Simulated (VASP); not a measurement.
# Ti3H in VASP: further runs

Runs on Ti3H. Level: PBE. Tasks: relaxation of the atoms.

Program: VASP 6.6.1. These are calculated values, not measurements. Logs are shortened: lines on timing, memory, paths and dates and some standing lists are left out, and cuts for length are marked.

**1. The cell of the first run**

The cell holds a slab with vacuum, 4 atoms: a = 2.908 Å, b = 2.908 Å, c = 19.994 Å, α = 90.00°, β = 90.00°, γ = 120.00°.

**2. Relaxation of the atoms, PBE**

The input, INCAR:

```
  PREC = Accurate
  ENCUT = 520
  EDIFF = 1E-7
  ISMEAR = 0
  SIGMA = 0.1
  LREAL = False
  LASPH = True
  NELM = 60
  ALGO = Normal
  ISIF = 2
  LWAVE = False
  LCHARG = False
  LDIPOL = True
  IDIPOL = 3
  DIPOL = 0.5 0.5 0.353
  GGA = PE
  IBRION = 2
  NSW = 36
  EDIFFG = -0.025
```

The input, KPOINTS:

```
regular mesh
0
Gamma
  9 9 1
```

The input, POSCAR:

```
Ti3H
1.0
    2.9075446931      0.0000000000      0.0000000000
   -1.4537723466      2.5180075669      0.0000000000
    0.0000000000      0.0000000000     19.9935258482
Ti H
3 1
Selective dynamics
Direct
    0.6666666667      0.3333333333      0.2000647625  F F F
    0.3333333333      0.6666666667      0.3124429306  F F F
    0.0000000000      0.0000000000      0.4248138079  F F F
    0.0000000000      0.5000000000      0.4764095038  F F T
```

Potentials or basis: VASP PAW PBE potentials, release 64 (Ti_sv, H).

Run with:

```
cat potpaw_PBE.64/Ti_sv/POTCAR potpaw_PBE.64/H/POTCAR > POTCAR
mpirun -np 1 vasp_std > vasp.out
```

OUTCAR:

```text
PREC = Accurate
   ENCUT = 520
   EDIFF = 1E-7
   ISMEAR = 0
   LREAL = False
   LASPH = True
   NELM = 60
   ISIF = 2
   GGA = PE
   IBRION = 2
   NSW = 36
   EDIFFG = -0.025

 ion  position               nearest neighbor table
   1  0.667  0.333  0.200-   2 2.80   2 2.80   2 2.80
   2  0.333  0.667  0.312-   3 2.80   3 2.80   3 2.80   1 2.80   1 2.80   1 2.80
   3  0.000  0.000  0.425-   4 1.78   4 1.78   2 2.80   2 2.80   2 2.80
   4  0.000  0.500  0.476-   3 1.78   3 1.78

  LATTYP: Found a hexagonal cell.
 ALAT       =     2.9075446931
 C/A-ratio  =     6.8764294133

  Lattice vectors:

 A1 = (   2.9075446931,   0.0000000000,   0.0000000000)
 A2 = (  -1.4537723466,   2.5180075669,   0.0000000000)
 A3 = (   0.0000000000,   0.0000000000,  19.9935258482)

Analysis of symmetry for initial positions (statically):
=====================================================================
 Subroutine PRICEL returns:
 Original cell was already a primitive cell.

 Routine SETGRP: Setting up the symmetry group for a
 hexagonal supercell.

 Subroutine GETGRP returns: Found  2 space group operations
 (whereof  2 operations were pure point group operations)
 out of a pool of 24 trial point group operations.

The static configuration has the point symmetry C_1h.

Analysis of symmetry for dynamics (positions and initial velocities):
=====================================================================
 Subroutine PRICEL returns:
 Original cell was already a primitive cell.

 Routine SETGRP: Setting up the symmetry group for a
 hexagonal supercell.

 Subroutine GETGRP returns: Found  2 space group operations
 (whereof  2 operations were pure point group operations)
 out of a pool of 24 trial point group operations.

The dynamic configuration has the point symmetry C_1h.

Analysis of constrained symmetry for selective dynamics:
=====================================================================
 Subroutine PRICEL returns:
 Original cell was already a primitive cell.

 Routine SETGRP: Setting up the symmetry group for a
 hexagonal supercell.

 Subroutine GETGRP returns: Found  2 space group operations
 (whereof  2 operations were pure point group operations)
 out of a pool of 24 trial point group operations.

The constrained configuration has the point symmetry C_1h.

 Subroutine INISYM returns: Found  2 space group operations
 (whereof  2 operations are pure point group operations),
 and found     1 'primitive' translations

----------------------------------------------------------------------------------------

                                     Primitive cell

  volume of cell :     146.3770

  direct lattice vectors                    reciprocal lattice vectors
     2.907544693  0.000000000  0.000000000     0.343932804  0.198569697  0.000000000
    -1.453772347  2.518007567  0.000000000     0.000000000  0.397139394  0.000000000
     0.000000000  0.000000000 19.993525848     0.000000000  0.000000000  0.050016191

  length of vectors
     2.907544693  2.907544693 19.993525848     0.397139394  0.397139394  0.050016191

  position of ions in fractional coordinates (direct lattice)
     0.666666667  0.333333333  0.200064762
     0.333333333  0.666666667  0.312442931
     0.000000000  0.000000000  0.424813808
     1.000000000  0.500000000  0.476409504

  ion indices of the primitive-cell ions
   primitive index   ion index
                 1           1
                 2           2
                 3           3
                 4           4

----------------------------------------------------------------------------------------

 KPOINTS: regular mesh

Automatic generation of k-mesh.
[... 54 lines left out ...]
   NGXF,Y,Z  is equivalent  to a cutoff of  27.45, 27.45, 24.94 a.u.
 SYSTEM =  unknown system
   PREC   = accura    normal or accurate (medium, high low for compatibility)
   ISTART =      0    job   : 0-new  1-cont  2-samecut
   ICHARG =      2    charge: 1-file 2-atom 10-const
   ISPIN  =      1    spin polarized calculation?
   LNONCOLLINEAR =      F non collinear calculations
   LSORBIT =      F    spin-orbit coupling
   LASPH  =      T    aspherical Exc in radial PAW
   ENCUT  =  520.0 eV  38.22 Ry    6.18 a.u.   5.41  5.41 37.17*2*pi/ulx,y,z
   NELM   =     60;   NELMIN=  2; NELMDL= -5     # of ELM steps
   EDIFF  = 0.1E-06   stopping-criterion for ELM
   LREAL  =      F    real-space projection
   EDIFFG = -.3E-01   stopping-criterion for IOM
   NSW    =     36    number of steps for IOM
   IBRION =      2    ionic relax: 0-MD 1-quasi-New 2-CG
   NFREE  =      1    steps in history (QN), initial steepest desc. (CG)
   ISIF   =      2    stress and relaxation
   ISYM   =      2    0-nonsym 1-usesym 2-fastsym
   POTIM  = 0.5000    time-step for ionic-motion
   TEBEG  =    0.0;   TEEND  =   0.0 temperature during run
   PSTRESS=    0.0 pullay stress
   NELECT =      37.0000    total number of electrons
   NUPDOWN=      -1.0000    fix difference up-down
   EMIN   =  10.00;   EMAX   =-10.00  energy-range for DOS
   EFERMI =   0.00;   METHOD = LEGACY
   ISMEAR =     0;   SIGMA  =   0.10  broadening in eV -4-tet -1-fermi 0-gaus
   EFERMI_NEDOS =   21; number of points for ismear=-14 and -15
   IALGO  =     38    algorithm
   IMIX   =      4    mixing-type and parameters
     AMIX     =   0.40;   BMIX     =  1.00
     AMIX_MAG =   1.60;   BMIX_MAG =  1.00
  volume/ion in A,a.u.               =      36.59       246.95
  Fermi-wavevector in a.u.,A,eV,Ry     =   1.035105  1.956065 14.577862  1.071443
  Thomas-Fermi vector in A             =   2.169432
   LORBIT       =      0    0 simple, 1 ext, 2 COOP (PROOUT), +10 PAW based schemes
   GGA     = PE    functional components
   LHFCALC =     F    Hartree Fock is set to
   AEXX    =    0.0000 exact exchange contribution
   IVDW    =     0    specifies the selected vdW correction
   LEPSILON=     F    determine dielectric tensor
   LRPA    =     F    only Hartree local field effects (RPA)
 conjugate gradient relaxation of ions
 non-spin polarized calculation
 Gauss-broadening in eV      SIGMA  =   0.10
  energy-cutoff  :      520.00
  volume of cell :      146.38
 maximum number of plane-waves:      4011
 NGX is ok and might be reduce to    24
   NGX = 11   NGY = 11   NGZ = 75

--------------------------------------- Ionic step        1  -------------------------------------------

 number of electron      36.9999992 magnetization

 Free energy of the ion-electron system (eV)
  ---------------------------------------------------
  ext. energy  EPLUGINS =         0.00000000
  ---------------------------------------------------
  free energy    TOTEN  =       -25.76392874 eV

  energy without entropy =      -25.73664081  energy(sigma->0) =      -25.75028478

------------------------ aborting loop because EDIFF is reached ----------------------------------------

  FORCE on cell =-STRESS in cart. coord.  units (eV):
  Direction    XX          YY          ZZ          XY          YZ          ZX
  --------------------------------------------------------------------------------------
  -------------------------------------------------------------------------------------
  Total       -0.2718464      1.1601388      1.3166432     -1.2401356     -0.1439773     -0.2493754
  in kB       -2.9755092     12.6983626     14.4113897    -13.5739712     -1.5759112     -2.7295524
  external PRESSURE =       8.0447477 kB  Pullay stress =       0.0000000 kB
[... 27 lines left out ...]
 number of electron      36.9999994 magnetization

------------------------ aborting loop because EDIFF is reached ----------------------------------------

 vacuum level on the upper side and lower side of the slab       (xc-potential included)        -0.048        -0.122

  FORCE on cell =-STRESS in cart. coord.  units (eV):
  Direction    XX          YY          ZZ          XY          YZ          ZX
  --------------------------------------------------------------------------------------
  -------------------------------------------------------------------------------------
  Total       -0.3627836      0.9064830      1.1436608     -1.0992171     -0.1395796     -0.2417585
  in kB       -3.9708680      9.9219587     12.5180019    -12.0315409     -1.5277765     -2.6461811
  external PRESSURE =       6.1563642 kB  Pullay stress =       0.0000000 kB
[... 19 lines left out ...]
  FREE ENERGIE OF THE ION-ELECTRON SYSTEM (eV)
  ---------------------------------------------------
  free  energy   TOTEN  =       -25.7886281826 eV

  energy  without entropy=      -25.7617667355  energy(sigma->0) =      -25.77519746

 dipolmoment           0.000000      0.000000     -0.033855 electrons x Angstroem

--------------------------------------- Ionic step        3  -------------------------------------------

 number of electron      36.9999993 magnetization

------------------------ aborting loop because EDIFF is reached ----------------------------------------
[... 33 lines left out ...]
--------------------------------------- Ionic step        4  -------------------------------------------

 number of electron      36.9999994 magnetization

 dipolmoment           0.000000      0.000000      0.008521 electrons x Angstroem

 Free energy of the ion-electron system (eV)
  ---------------------------------------------------
  ext. energy  EPLUGINS =         0.00000000
  ---------------------------------------------------
  free energy    TOTEN  =       -25.82450148 eV

  energy without entropy =      -25.79888796  energy(sigma->0) =      -25.81169472

 E-fermi :   0.1801     XC(G=0):  -5.1274

 val. band max:        0.1674507441   @ k =   0.4444  -0.0000   0.0000
 cond. band min:       0.1822246512   @ k =   0.2222   0.1111   0.0000
 fundamental gap:      0.0147739071
 Fermi energy:         0.1801211911

 k-point     1 :       0.0000    0.0000    0.0000
  band No.  band energies     occupation
      1     -56.7028      2.00000
      2     -56.6561      2.00000
      3     -56.3345      2.00000
      4     -33.1622      2.00000
      5     -32.9670      2.00000
      6     -32.6705      2.00000
[... 589 lines left out ...]
     21       0.5297      0.00000
     22       0.8184      0.00000

 [... further k-points ...]

------------------------ aborting loop because EDIFF is reached ----------------------------------------

 vacuum level on the upper side and lower side of the slab       (xc-potential included)         0.085        -0.275

  FORCE on cell =-STRESS in cart. coord.  units (eV):
  Direction    XX          YY          ZZ          XY          YZ          ZX
  --------------------------------------------------------------------------------------
  -------------------------------------------------------------------------------------
  Total       -0.6027724      0.1797899      0.4931880     -0.6777189     -0.1240242     -0.2148158
  in kB       -6.5976786      1.9679006      5.3982159     -7.4180092     -1.3575141     -2.3512783
  external PRESSURE =       0.2561460 kB  Pullay stress =       0.0000000 kB
[... 19 lines left out ...]
  FREE ENERGIE OF THE ION-ELECTRON SYSTEM (eV)
  ---------------------------------------------------
  free  energy   TOTEN  =       -25.8245014778 eV

  energy  without entropy=      -25.7988879572  energy(sigma->0) =      -25.81169472

 reached required accuracy - stopping structural energy minimisation

 vacuum level on the upper side and lower side of the slab         4.851         4.538
```

It took 3.8 min on 1 thread of Intel Xeon 6975P-C (Granite Rapids), shared host; peak memory 0.32 GiB.

What came out:

- Free energy: -25.8245 eV
- Energy gained by relaxing: 15.1 meV/atom
- Ionic steps: 4
- Band gap on the k mesh: zero (an odd number of electrons rules out a gap without spin polarisation)

The path:
```tsv
step	energy change (eV)	largest force on free atoms (eV/Å)	pressure (GPa)
1	0.0000	0.7616	0.80
2	-0.0247	0.5832	0.62
3	-0.0601	0.0655	0.09
4	-0.0606	0.0028	0.03
```

Final structure:
```cif
data_structure
_symmetry_space_group_name_H-M 'P 1'
_symmetry_Int_Tables_number 1
_cell_length_a 2.9075
_cell_length_b 2.9075
_cell_length_c 19.9935
_cell_angle_alpha 90.000
_cell_angle_beta 90.000
_cell_angle_gamma 120.000
_cell_volume 146.38
loop_
_atom_site_label
_atom_site_type_symbol
_atom_site_fract_x
_atom_site_fract_y
_atom_site_fract_z
_atom_site_occupancy
Ti1 Ti 0.66667 0.33333 0.20006 1
Ti2 Ti 0.33333 0.66667 0.31244 1
Ti3 Ti 0.00000 0.00000 0.42481 1
H1 H 0.00000 0.50000 0.48446 1
```

Levels at points of the mesh, in eV from the Fermi level:
| k point | band 14 | band 15 | band 16 | band 17 | band 18 | band 19 | band 20 | band 21 | band 22 |
| --- | --- | --- | --- | --- | --- | --- | --- | --- | --- |
| (0.00, 0.00, 0.00) | -5.12 | -3.37 | -1.73 | -0.09 | 0.54 | 0.69 | 0.71 | 0.88 | 0.90 |

**3. Relaxation of the atoms, PBE**

The input, INCAR:

```
SYSTEM = Ti3H
  PREC = Accurate
  ENCUT = 520
  EDIFF = 1E-6
  ISMEAR = 0
  SIGMA = 0.1
  LREAL = .False.
  LASPH = .True.
  NELM = 100
  ALGO = Normal
  ISIF = 2
  LWAVE = .False.
  LCHARG = .False.
  LDIPOL = .True.
  IDIPOL = 3
  DIPOL = 0.5 0.5 0.359
  GGA = PE
  IBRION = 2
  NSW = 36
  EDIFFG = -0.025
```

The input, KPOINTS:

```
regular mesh
0
Gamma
  9 9 1
  0 0 0
```

Changes to POSCAR since step 2:

```diff
@@ -12,2 +12,2 @@
     0.0000000000      0.0000000000      0.4248138079  F F F
-    0.0000000000      0.5000000000      0.4764095038  F F T
+    0.1666666667      0.3333333333      0.5004172753  F F T
```

Potentials or basis: VASP PAW PBE potentials, release 64 (Ti_sv, H).

Run with:

```
cat potpaw_PBE.64/Ti_sv/POTCAR potpaw_PBE.64/H/POTCAR > POTCAR
mpirun -np 1 vasp_std > vasp.out
```

Run time: 2 min. Hardware: 1 thread of Intel Xeon 6975P-C (Granite Rapids), shared host; peak memory 0.32 GiB.

Results (log left out):

```
Free energy               : -25.1974 eV
Energy gained by relaxing : 0.1 meV/atom
Ionic steps               : 3
Band gap on the k mesh    : zero (an odd number of electrons rules out a gap without spin polarisation)
```

The path:
| step | energy change (eV) | largest force on free atoms (eV/Å) | pressure (GPa) |
| --- | --- | --- | --- |
| 1 | 0.0000 | 0.0939 | 0.04 |
| 2 | -0.0003 | 0.0583 | 0.01 |
| 3 | -0.0006 | 0.0010 | -0.03 |

Final structure:
```cif
data_structure
_symmetry_space_group_name_H-M 'P 1'
_symmetry_Int_Tables_number 1
_cell_length_a 2.9075
_cell_length_b 2.9075
_cell_length_c 19.9935
_cell_angle_alpha 90.000
_cell_angle_beta 90.000
_cell_angle_gamma 120.000
_cell_volume 146.38
loop_
_atom_site_label
_atom_site_type_symbol
_atom_site_fract_x
_atom_site_fract_y
_atom_site_fract_z
_atom_site_occupancy
Ti1 Ti 0.66667 0.33333 0.20006 1
Ti2 Ti 0.33333 0.66667 0.31244 1
Ti3 Ti 0.00000 0.00000 0.42481 1
H1 H 0.16667 0.33333 0.50101 1
```

Levels at points of the mesh, in eV from the Fermi level:
```tsv
k point	band 14	band 15	band 16	band 17	band 18	band 19	band 20	band 21	band 22
(0.00, 0.00, 0.00)	-4.86	-3.34	-2.26	-0.10	0.67	0.68	0.69	0.86	0.88
```

**4. Relaxation of the atoms, PBE**

The input, INCAR:

```
PREC = Accurate
ENCUT = 520
EDIFF = 1E-6
ISMEAR = 0
SIGMA = 0.1
LREAL = F
LASPH = T
NELM = 100
ALGO = Normal
ISIF = 2
LWAVE = F
LCHARG = F
LDIPOL = T
IDIPOL = 3
DIPOL = 0.5 0.5 0.359
GGA = PE
IBRION = 2
NSW = 36
EDIFFG = -0.025
```

The input, KPOINTS:

```
regular mesh
0
Gamma
  9 9 1
```

Changes to POSCAR since step 3:

```diff
@@ -12,2 +12,2 @@
     0.0000000000      0.0000000000      0.4248138079  F F F
-    0.1666666667      0.3333333333      0.5004172753  F F T
+    0.3333333333      0.1666666667      0.5004172753  F F T
```

Run with:

```
cat potpaw_PBE.64/Ti_sv/POTCAR potpaw_PBE.64/H/POTCAR > POTCAR
mpirun -np 1 vasp_std > vasp.out
```

Run time: 2.1 min. Hardware: 1 thread of Intel Xeon 6975P-C (Granite Rapids), shared host; peak memory 0.31 GiB.

It converged, with:

```
Free energy               : -25.2098 eV
Energy gained by relaxing : 0.1 meV/atom
Ionic steps               : 3
Band gap on the k mesh    : zero (an odd number of electrons rules out a gap without spin polarisation)
```

Step by step:
```csv
step,energy change (eV),largest force on free atoms (eV/Å),pressure (GPa)
1,0.0000,0.0891,0.15
2,-0.0003,0.0552,0.13
3,-0.0005,0.0011,0.09
```

Final structure:
```
Ti H
1.0
     2.90754    0.00000    0.00000
    -1.45377    2.51801    0.00000
     0.00000    0.00000   19.99353
Ti H
3 1
Cartesian
  1.4538 0.8393 4.0000
  0.0000 1.6787 6.2468
  0.0000 0.0000 8.4935
  0.7269 0.4197 10.0164
```

Levels at points of the mesh, in eV from the Fermi level:
```tsv
k point	band 16	band 17	band 18	band 19	band 20	band 21
(0.00, 0.00, 0.00)	-2.28	-0.10	0.66	0.68	0.68	0.86
```

**5. The runs side by side**

```tsv
cell	gap on the mesh (eV)
atoms relaxed, atomic positions A	none
atoms relaxed, atomic positions B	none
atoms relaxed, atomic positions C	none
```

Alike in all rows: task relaxation of the atoms; level PBE; potentials or basis VASP PAW PBE potentials, release 64 (Ti_sv, H); no spin polarisation; k mesh 9 × 9 × 1; cutoff (eV) 520; smearing gaussian 0.1 eV.

Absolute energies hang on the potentials; compare differences alone.

The gap in the log of VASP goes by the Fermi energy; the results here count the filled bands.